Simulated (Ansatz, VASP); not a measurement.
Hf in VASP and in Ansatz

```
Hf
1.0
     0.00000    2.24957    2.24957
     2.24957    0.00000    2.24957
     2.24957    2.24957    0.00000
Hf
1
Direct
  0.00000 0.00000 0.00000
```

Alike in both runs: task relaxation of cell and atoms; functional PBE; k mesh 7 × 7 × 7; occupations tetrahedron; no spin polarisation.

```csv
,VASP,Ansatz
version,VASP 6.6.1,Ansatz 0.2.0
potentials or method,"VASP PAW PBE potentials, release 64 (Hf_pv), cutoff 500 eV",PAW plane waves
valence electrons in the cell,10,26
```

|  | VASP | Ansatz | Ansatz less VASP |
| --- | --- | --- | --- |
| gap on the k mesh at the Fermi level, each at its own relaxed structure (eV) | none | none | - |
| relaxed volume (Å³/atom) | 22.46 | 22.56 | +0.102 |
| relaxed cell length with the largest relative difference (Å) | 3.167 | 3.172 | +0.0048 |

A gap of «none» marks a metal or a gap that the smearing closes. VASP's potentials hold 10 valence electrons a cell and Ansatz's 26, so a difference there can come from the potentials and not from the codes. Ansatz's warnings: band table not solved further, forces under tetrahedra, tetrahedron derivatives may miss energy slope.

Neither program's run includes spin-orbit coupling.
